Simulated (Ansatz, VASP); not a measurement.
Two plane-wave programs on KCl

File INCAR:

```
SYSTEM = KCl
  ALGO = Normal
  EDIFF = 1E-7
  ENCUT = 520
  GGA = CA
  ISIF = 2
  ISMEAR = 0
  LASPH = .True.
  LCHARG = .False.
  LREAL = .False.
  LWAVE = .False.
  NBANDS = 15
  NELM = 60
  PREC = Accurate
  SIGMA = 0.05
```

The input KPOINTS:

```
k-points
0
Gamma
  6 6 6
  0 0 0
```

POSCAR

```
KCl
1.0
    3.8391960000      0.0000000000      0.0000000000
    0.0000000000      3.8391960000      0.0000000000
    0.0000000000      0.0000000000      3.6472362000
K Cl
1 1
Direct
    0.0000000000      0.0000000000      0.0000000000
    0.5000000000      0.5000000000      0.5000000000
```

Input for Ansatz:

```yaml
crystal:
  lattice:
    - [3.839196, 0.0, 0.0]
    - [0.0, 3.839196, 0.0]
    - [0.0, 0.0, 3.6472362]
  atoms:
    - { symbol: K, position: [0.0, 0.0, 0.0] }
    - { symbol: Cl, position: [0.5, 0.5, 0.5] }
basis:
  ecutwfc: 420
kpoints:
  mp_grid: { grid: [6, 6, 6] }
hamiltonian:
  xc: lda
scf:
  occupations: { method: gaussian, width: 0.05 }
output:
  forces: true
  stress: true
  eigenvalues: true
```

Change from the starting cell: strain +0.000 along x and y, -0.050 along z, atoms carried along.

Alike in both runs: task single point; functional LDA; k mesh 6 × 6 × 6; occupations gaussian, width 0.05 eV; no spin polarisation.

|  | VASP | Ansatz |
| --- | --- | --- |
| version | VASP 6.6.1 | Ansatz 0.2.0 |
| potentials or method | VASP PAW LDA potentials, release 64 (K_sv, Cl), cutoff 520 eV | scalar-relativistic, plane waves, PAW |
| valence electrons in the cell | 16 | 16 |

Ansatz gave:

| Property | Result |
| --- | --- |
| gap on the k mesh at the Fermi level (eV) | 4.37 |
| least direct gap on the mesh (eV) | 4.56 |
| pressure (GPa) | -2.4 |
| traceless stress, the component that is largest in VASP (GPa) | 1.53 |

Question: Estimate VASP's values.

Answer: gap on the k mesh at the Fermi level (eV): 4.38; least direct gap on the mesh (eV): 4.57; pressure (GPa): -2.4; traceless stress, the component that is largest in VASP (GPa): 1.53.

LDA's correlation is that of Perdew and Zunger in VASP and of Perdew and Wang (1992) in Ansatz.
